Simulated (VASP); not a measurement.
# CdO (rock salt type) (Fm-3m) in VASP: notebook

The runs below take CdO (rock salt type) through single point, with HSE06.

Everything below comes from runs of VASP 6.6.1. Logs are shortened: lines on timing, memory, paths and dates and some standing lists are left out, and cuts for length are marked.

## (1) The cell of the first run

Symmetry: Fm-3m, No. 225, cubic system. Conventional cell: a = 4.699 Å, b = 4.699 Å, c = 4.699 Å, α = 90.00°, β = 90.00°, γ = 90.00°. Cd (site symmetry m-3m) has 6 O at 2.35 Å within 3.1 Å. Within 3.1 Å of O (site symmetry m-3m) lie 6 Cd at 2.35 Å.

## (2) Single point, HSE06

Input file POSCAR:

```
CdO
1.0
    0.0000000000      2.3494836983      2.3494836983
    2.3494836983      0.0000000000      2.3494836983
    2.3494836983      2.3494836983      0.0000000000
Cd O
1 1
Direct
    0.0000000000      0.0000000000      0.0000000000
    0.5000000000      0.5000000000      0.5000000000
```

Input file INCAR.step1:

```
  PREC = Accurate
  ENCUT = 520
  EDIFF = 1E-5
  ISMEAR = -1
  SIGMA = 0.05
  LREAL = F
  LASPH = T
  NELM = 120
  ALGO = Normal
  ISIF = 2
  LWAVE = T
  GGA = PE
  NBANDS = 16
  GGA_COMPAT = F
```

Input file INCAR.step2:

```
  PREC = Accurate
  ENCUT = 520
  EDIFF = 1E-6
  ISMEAR = -1
  SIGMA = 0.05
  LREAL = F
  LASPH = T
  NELM = 120
  ALGO = Normal
  ISIF = 2
  LWAVE = F
  LCHARG = T
  GGA = PE
  LHFCALC = T
  HFSCREEN = 0.2079
  PRECFOCK = Normal
  LELF = T
  LVHAR = T
  ISTART = 1
  NBANDS = 16
  GGA_COMPAT = F
```

Input file KPOINTS:

```
Automatic mesh
0
Gamma
  4 4 4
```

Potentials or basis: VASP PAW PBE potentials, release 64 (Cd, O).

Run with:

```bash
$ cat potpaw_PBE.64/Cd/POTCAR potpaw_PBE.64/O/POTCAR > POTCAR
$ cp INCAR.step1 INCAR
$ mpirun -np 1 vasp_std > vasp.out
$ cp INCAR.step2 INCAR
$ mpirun -np 1 vasp_std > vasp.out
```

OUTCAR:

```text
PREC = Accurate
   ENCUT = 520
   EDIFF = 1E-6
   ISMEAR = -1
   LREAL = F
   LASPH = T
   NELM = 120
   ISIF = 2
   GGA = PE
   LHFCALC = T
   HFSCREEN = 0.2079
   PRECFOCK = Normal
   ISTART = 1

 ion  position               nearest neighbor table
   1  0.000  0.000  0.000-   2 2.35   2 2.35   2 2.35   2 2.35   2 2.35   2 2.35
   2  0.500  0.500  0.500-   1 2.35   1 2.35   1 2.35   1 2.35   1 2.35   1 2.35

  LATTYP: Found a face centered cubic cell.
 ALAT       =     4.6989673966

  Lattice vectors:

 A1 = (   0.0000000000,   2.3494836983,   2.3494836983)
 A2 = (   2.3494836983,   0.0000000000,   2.3494836983)
 A3 = (   2.3494836983,   2.3494836983,   0.0000000000)

Analysis of symmetry for initial positions (statically):
=====================================================================
 Subroutine PRICEL returns:
 Original cell was already a primitive cell.

 Routine SETGRP: Setting up the symmetry group for a
 face centered cubic supercell.

 Subroutine GETGRP returns: Found 48 space group operations
 (whereof 48 operations were pure point group operations)
 out of a pool of 48 trial point group operations.

The static configuration has the point symmetry O_h .

Analysis of symmetry for dynamics (positions and initial velocities):
=====================================================================
 Subroutine PRICEL returns:
 Original cell was already a primitive cell.

 Routine SETGRP: Setting up the symmetry group for a
 face centered cubic supercell.

 Subroutine GETGRP returns: Found 48 space group operations
 (whereof 48 operations were pure point group operations)
 out of a pool of 48 trial point group operations.

The dynamic configuration has the point symmetry O_h .

 Subroutine INISYM returns: Found 48 space group operations
 (whereof 48 operations are pure point group operations),
 and found     1 'primitive' translations

----------------------------------------------------------------------------------------

                                     Primitive cell

  volume of cell :      25.9386

  direct lattice vectors                    reciprocal lattice vectors
     0.000000000  2.349483698  2.349483698    -0.212812713  0.212812713  0.212812713
     2.349483698  0.000000000  2.349483698     0.212812713 -0.212812713  0.212812713
     2.349483698  2.349483698  0.000000000     0.212812713  0.212812713 -0.212812713

  length of vectors
     3.322671711  3.322671711  3.322671711     0.368602431  0.368602431  0.368602431

  position of ions in fractional coordinates (direct lattice)
     0.000000000  0.000000000  0.000000000
     0.500000000  0.500000000  0.500000000

  ion indices of the primitive-cell ions
   primitive index   ion index
                 1           1
                 2           2

----------------------------------------------------------------------------------------

 KPOINTS: Automatic mesh

Automatic generation of k-mesh.
 Grid dimensions read from file:
 generate k-points for:    4    4    4

 Generating k-lattice:

  Cartesian coordinates                     Fractional coordinates (reciprocal lattice)
    -0.053203178  0.053203178  0.053203178     0.250000000  0.000000000  0.000000000
     0.053203178 -0.053203178  0.053203178     0.000000000  0.250000000  0.000000000
     0.053203178  0.053203178 -0.053203178     0.000000000  0.000000000  0.250000000

  Length of vectors
     0.092150608  0.092150608  0.092150608

  Shift w.r.t. Gamma in fractional coordinates (k-lattice)
     0.000000000  0.000000000  0.000000000

 Subroutine IBZKPT returns following result:
 ===========================================

 Found      8 irreducible k-points:

 Following reciprocal coordinates:
            Coordinates               Weight
  0.000000  0.000000  0.000000      1.000000
  0.250000  0.000000  0.000000      8.000000
  0.500000  0.000000  0.000000      4.000000
  0.250000  0.250000  0.000000      6.000000
  0.500000  0.250000  0.000000     24.000000
 -0.250000  0.250000  0.000000     12.000000
  0.500000  0.500000  0.000000      3.000000
 -0.250000  0.500000  0.250000      6.000000
   k-points           NKPTS =      8   k-points in BZ     NKDIM =     64   number of bands    NBANDS=     16
   number of dos      NEDOS =    301   number of ions     NIONS =      2
   total plane-waves  NPLWV =  21952
   dimension x,y,z NGX =    28 NGY =   28 NGZ =   28
   dimension x,y,z NGXF=    56 NGYF=   56 NGZF=   56
   ions per type =               1   1
   NGX,Y,Z   is equivalent  to a cutoff of  14.01, 14.01, 14.01 a.u.
   NGXF,Y,Z  is equivalent  to a cutoff of  28.02, 28.02, 28.02 a.u.
 SYSTEM =  unknown system
   PREC   = accura    normal or accurate (medium, high low for compatibility)
   ISTART =      1    job   : 0-new  1-cont  2-samecut
   ICHARG =      0    charge: 1-file 2-atom 10-const
   ISPIN  =      1    spin polarized calculation?
   LNONCOLLINEAR =      F non collinear calculations
   LSORBIT =      F    spin-orbit coupling
   LASPH  =      T    aspherical Exc in radial PAW
   ENCUT  =  520.0 eV  38.22 Ry    6.18 a.u.   6.18  6.18  6.18*2*pi/ulx,y,z
   NELM   =    120;   NELMIN=  2; NELMDL=  0     # of ELM steps
   EDIFF  = 0.1E-05   stopping-criterion for ELM
   LREAL  =      F    real-space projection
   EDIFFG = 0.1E-04   stopping-criterion for IOM
   NSW    =      0    number of steps for IOM
   IBRION =     -1    ionic relax: 0-MD 1-quasi-New 2-CG
   NFREE  =      0    steps in history (QN), initial steepest desc. (CG)
   ISIF   =      2    stress and relaxation
   ISYM   =      3    0-nonsym 1-usesym 2-fastsym
   POTIM  = 0.5000    time-step for ionic-motion
   TEBEG  =    0.0;   TEEND  =   0.0 temperature during run
   PSTRESS=    0.0 pullay stress
   NELECT =      18.0000    total number of electrons
   NUPDOWN=      -1.0000    fix difference up-down
   EMIN   =  10.00;   EMAX   =-10.00  energy-range for DOS
   EFERMI =   0.00;   METHOD = LEGACY
   ISMEAR =    -1;   SIGMA  =   0.05  broadening in eV -4-tet -1-fermi 0-gaus
   EFERMI_NEDOS =   21; number of points for ismear=-14 and -15
   IALGO  =     38    algorithm
   IMIX   =      1    mixing-type and parameters
     AMIX     =   0.40;   BMIX     =  1.00
     AMIX_MAG =   1.60;   BMIX_MAG =  1.00
  volume/ion in A,a.u.               =      12.97        87.52
  Fermi-wavevector in a.u.,A,eV,Ry     =   1.449383  2.738937 28.581918  2.100712
  Thomas-Fermi vector in A             =   2.567116
   LORBIT       =      0    0 simple, 1 ext, 2 COOP (PROOUT), +10 PAW based schemes
   GGA     = PE    functional components
   LHFCALC =     T    Hartree Fock is set to
   PRECFOCK=normal    Normal, Fast or Accurate (Low or Medium for compatibility)
   ENCUT4O =  -1.0   cutoff for four orbital integrals eV
   NKREDX  =     1    reduce k-point grid by
   NKREDY  =     1    reduce k-point grid by
   NKREDZ  =     1    reduce k-point grid by
   AEXX    =    0.2500 exact exchange contribution
   HFSCREEN=    0.2079 screening length (either q_TF or 0.3 A-1)
   HFSCREENC=   0.2079 screening length for correlation (either q_TF or 0.3 A-1)
   ENCUTFOCK=  -1.0 apply spherical cutoff to Coloumb kernel
   IVDW    =     0    specifies the selected vdW correction
   LEPSILON=     F    determine dielectric tensor
   LRPA    =     F    only Hartree local field effects (RPA)
 non-spin polarized calculation
  energy-cutoff  :      520.00
  volume of cell :       25.94
 maximum number of plane-waves:       725
 NGX is ok and might be reduce to    28
  NGX = 20; NGY = 20; NGZ = 20

 number of electron      18.0000002 magnetization

 Free energy of the ion-electron system (eV)
  ---------------------------------------------------
  ext. energy  EPLUGINS =         0.00000000
  ---------------------------------------------------
  free energy    TOTEN  =        -9.97271936 eV

  energy without entropy =       -9.97270825  energy(sigma->0) =       -9.97271381

 E-fermi :   1.5291     XC(G=0):  -9.5543

 val. band max:        1.0199144134   @ k =   0.5000   0.0000   0.0000
 cond. band min:       1.9272636549   @ k =   0.0000   0.0000   0.0000
 fundamental gap:      0.9073492415
 Fermi energy:         1.5290666786

 k-point     1 :       0.0000    0.0000    0.0000
  band No.  band energies     occupation
      1     -17.9291      2.00000
      2      -6.5059      2.00000
      3      -6.5059      2.00000
      4      -6.5059      2.00000
      5      -6.2489      2.00000
      6      -6.2488      2.00000
      7      -0.3340      2.00000
      8      -0.3340      2.00000
      9      -0.3340      2.00000
     10       1.9273      0.00070
     11      17.5696      0.00000
     12      19.7819      0.00000
     13      19.7819      0.00000
     14      19.7819      0.00000
     15      21.4849      0.00000
     16      21.4849      0.00000

 k-point     2 :       0.2500    0.0000    0.0000
  band No.  band energies     occupation
      1     -17.5353      2.00000
      2      -6.8031      2.00000
      3      -6.7618      2.00000
      4      -6.7618      2.00000
      5      -6.2090      2.00000
      6      -6.2090      2.00000
      7      -2.5069      2.00000
      8       0.3626      2.00000
      9       0.3626      2.00000
     10       5.0425      0.00000
     11      13.0197      0.00000
     12      16.8243      0.00000
     13      16.8243      0.00000
     14      19.5984      0.00000
     15      22.4535      0.00000
     16      22.4535      0.00000

 k-point     3 :       0.5000    0.0000    0.0000
  band No.  band energies     occupation
      1     -17.0975      2.00000
      2      -7.3824      2.00000
      3      -7.1484      2.00000
      4      -7.1484      2.00000
      5      -5.9560      2.00000
      6      -5.9560      2.00000
      7      -3.1062      2.00000
      8       1.0199      1.99992
      9       1.0199      1.99992
     10       6.9050      0.00000
     11      10.3644      0.00000
     12      14.7729      0.00000
     13      14.7729      0.00000
     14      20.6648      0.00000
     15      24.2126      0.00000
     16      25.1734      0.00000

 k-point     4 :       0.2500    0.2500    0.0000
  band No.  band energies     occupation
      1     -17.4981      2.00000
      2      -6.8636      2.00000
      3      -6.7351      2.00000
      4      -6.2498      2.00000
      5      -6.2498      2.00000
      6      -6.1161      2.00000
      7      -1.8585      2.00000
      8      -0.6885      2.00000
      9      -0.6885      2.00000
     10       6.0677      0.00000
     11      13.6186      0.00000
     12      14.7554      0.00000
     13      16.7717      0.00000
     14      16.7717      0.00000
     15      26.1444      0.00000
     16      27.0496      0.00000

 k-point     5 :       0.5000    0.2500    0.0000
  band No.  band energies     occupation
      1     -17.1811      2.00000
      2      -6.9245      2.00000
      3      -6.6673      2.00000
      4      -6.6418      2.00000
      5      -6.0218      2.00000
      6      -5.8960      2.00000
      7      -2.8916      2.00000
      8      -0.8122      2.00000
      9      -0.1522      2.00000
     10       8.1385      0.00000
     11      10.5772      0.00000
     12      12.6616      0.00000
     13      15.7867      0.00000
     14      19.0563      0.00000
     15      25.5383      0.00000
     16      26.5890      0.00000

 k-point     6 :      -0.2500    0.2500    0.0000
  band No.  band energies     occupation
      1     -17.2149      2.00000
      2      -7.0790      2.00000
      3      -6.9721      2.00000
      4      -6.6740      2.00000
      5      -6.1355      2.00000
      6      -5.8946      2.00000
      7      -2.4815      2.00000
      8      -1.2373      2.00000
      9       0.9046      1.99999
     10       7.8527      0.00000
     11      11.3737      0.00000
     12      12.1935      0.00000
     13      15.8546      0.00000
     14      21.7930      0.00000
     15      22.6657      0.00000
     16      23.9813      0.00000

 k-point     7 :       0.5000    0.5000    0.0000
  band No.  band energies     occupation
      1     -17.2585      2.00000
      2      -6.9590      2.00000
      3      -5.9810      2.00000
      4      -5.8083      2.00000
      5      -5.8083      2.00000
      6      -5.5107      2.00000
      7      -3.5704      2.00000
      8      -1.4128      2.00000
      9      -1.4128      2.00000
     10       6.6221      0.00000
     11      11.4749      0.00000
     12      13.7001      0.00000
     13      16.5203      0.00000
     14      16.5203      0.00000
     15      26.3322      0.00000
     16      28.8493      0.00000

 k-point     8 :      -0.2500    0.5000    0.2500
  band No.  band energies     occupation
      1     -17.1501      2.00000
      2      -6.7311      2.00000
      3      -6.6070      2.00000
      4      -6.6070      2.00000
      5      -5.8081      2.00000
      6      -5.6253      2.00000
      7      -2.1876      2.00000
      8      -2.1876      2.00000
      9      -0.9058      2.00000
     10       8.8719      0.00000
     11      11.7399      0.00000
     12      11.7399      0.00000
     13      13.5969      0.00000
     14      21.7110      0.00000
     15      21.7110      0.00000
     16      28.9661      0.00000

------------------------ aborting loop because EDIFF is reached ----------------------------------------

  FORCE on cell =-STRESS in cart. coord.  units (eV):
  Direction    XX          YY          ZZ          XY          YZ          ZX
  --------------------------------------------------------------------------------------
  -------------------------------------------------------------------------------------
  Total        0.3653150      0.3653150      0.3653150     -0.0000000     -0.0000000      0.0000000
  in kB       22.5647605     22.5647605     22.5647605     -0.0000000     -0.0000000      0.0000000
  external PRESSURE =      22.5647605 kB  Pullay stress =       0.0000000 kB

 VOLUME and BASIS-vectors are now :
 -----------------------------------------------------------------------------
  energy-cutoff  :      520.00
  volume of cell :       25.94
      direct lattice vectors                 reciprocal lattice vectors
     0.000000000  2.349483698  2.349483698    -0.212812713  0.212812713  0.212812713
     2.349483698  0.000000000  2.349483698     0.212812713 -0.212812713  0.212812713
     2.349483698  2.349483698  0.000000000     0.212812713  0.212812713 -0.212812713

 POSITION                                       TOTAL-FORCE (eV/Angst)
 -----------------------------------------------------------------------------------
      0.00000      0.00000      0.00000         0.000000      0.000000      0.000000
      2.34948      2.34948      2.34948         0.000000      0.000000     -0.000000
 -----------------------------------------------------------------------------------
    total drift:                                0.000008      0.000027      0.000002

  FREE ENERGIE OF THE ION-ELECTRON SYSTEM (eV)
  ---------------------------------------------------
  free  energy   TOTEN  =        -9.9727193601 eV

  energy  without entropy=       -9.9727082529  energy(sigma->0) =       -9.97271381
```

It took 5.6 min on 1 thread of Intel Xeon Platinum 8375C at 2.90GHz (Ice Lake), shared host; peak memory 0.26 GiB.

What came out:

```yaml
Free_energy: -9.9727 eV
Pressure: 2.3 GPa
Band_gap_on_the_k_mesh: 0.91 eV, indirect (least direct gap 2.26 eV)
```

Levels at points of the mesh, in eV from the valence-band top:
| k point | band 5 | band 6 | band 7 | band 8 | band 9 | band 10 | band 11 | band 12 | band 13 | band 14 |
| --- | --- | --- | --- | --- | --- | --- | --- | --- | --- | --- |
| (0.00, 0.00, 0.00) | -7.27 | -7.27 | -1.35 | -1.35 | -1.35 | 0.91 | 16.55 | 18.76 | 18.76 | 18.76 |
| (0.50, 0.00, 0.00) | -6.98 | -6.98 | -4.13 | 0.00 | 0.00 | 5.89 | 9.34 | 13.75 | 13.75 | 19.64 |
| (0.50, 0.50, 0.00) | -6.83 | -6.53 | -4.59 | -2.43 | -2.43 | 5.60 | 10.46 | 12.68 | 15.50 | 15.50 |

Caveat: the k points lie up to 0.58 Å⁻¹ apart; the PAW data sets were made with another functional, which shifts forces and pressure a little. A k mesh can miss the band edges.

## (3) Single point, HSE06

This run uses another cell than the first one, of 13.38 Å³/atom, 1.032 times its volume.

Input file POSCAR:

```
CdO
1.0
    0.0000000000      2.3739592482      2.3739592482
    2.3739592482      0.0000000000      2.3739592482
    2.3739592482      2.3739592482      0.0000000000
Cd O
1 1
Direct
    0.0000000000      0.0000000000      0.0000000000
    0.5000000000      0.5000000000      0.5000000000
```

Input file INCAR.step1:

```
PREC = Accurate
ENCUT = 520
EDIFF = 1E-5
ISMEAR = -1
SIGMA = 0.05
LREAL = False
LASPH = True
NELM = 120
ALGO = Normal
ISIF = 2
LWAVE = True
LCHARG = False
NBANDS = 16
GGA = PE
GGA_COMPAT = False
```

Input file INCAR.step2:

```
PREC = Accurate
ENCUT = 520
EDIFF = 1E-6
ISMEAR = -1
SIGMA = 0.05
LREAL = False
LASPH = True
NELM = 120
ALGO = Normal
ISIF = 2
LWAVE = False
LCHARG = False
GGA = PE
LHFCALC = True
HFSCREEN = 0.2079
PRECFOCK = Normal
NBANDS = 16
ISTART = 1
GGA_COMPAT = False
```

KPOINTS is that of step 2.

Potentials or basis: VASP PAW PBE potentials, release 64 (Cd, O).

Run with:

```bash
$ cat potpaw_PBE.64/Cd/POTCAR potpaw_PBE.64/O/POTCAR > POTCAR
$ cp INCAR.step1 INCAR
$ mpirun -np 1 vasp_std > vasp.out
$ cp INCAR.step2 INCAR
$ mpirun -np 1 vasp_std > vasp.out
```

Wall time 5 min (1 thread of Intel Xeon Platinum 8375C at 2.90GHz (Ice Lake), shared host); peak memory 0.26 GiB.

It converged, with:

```
Free energy            : -9.9731 eV
Pressure               : -2.2 GPa
Band gap on the k mesh : 0.82 eV, indirect (least direct gap 2.06 eV)
```

Levels at points of the mesh, in eV from the valence-band top:
| k point | band 5 | band 6 | band 7 | band 8 | band 9 | band 10 | band 11 | band 12 | band 13 | band 14 |
| --- | --- | --- | --- | --- | --- | --- | --- | --- | --- | --- |
| (0.00, 0.00, 0.00) | -7.25 | -7.25 | -1.23 | -1.23 | -1.23 | 0.83 | 16.47 | 18.52 | 18.52 | 18.52 |
| (0.50, 0.00, 0.00) | -6.98 | -6.98 | -4.04 | 0.00 | 0.00 | 5.85 | 9.10 | 13.57 | 13.57 | 19.29 |
| (0.50, 0.50, 0.00) | -6.85 | -6.59 | -4.36 | -2.28 | -2.28 | 5.45 | 10.30 | 12.54 | 15.20 | 15.20 |

Caveat: the k points lie up to 0.57 Å⁻¹ apart; the PAW data sets were made with another functional, which shifts forces and pressure a little. A k mesh can miss the band edges.
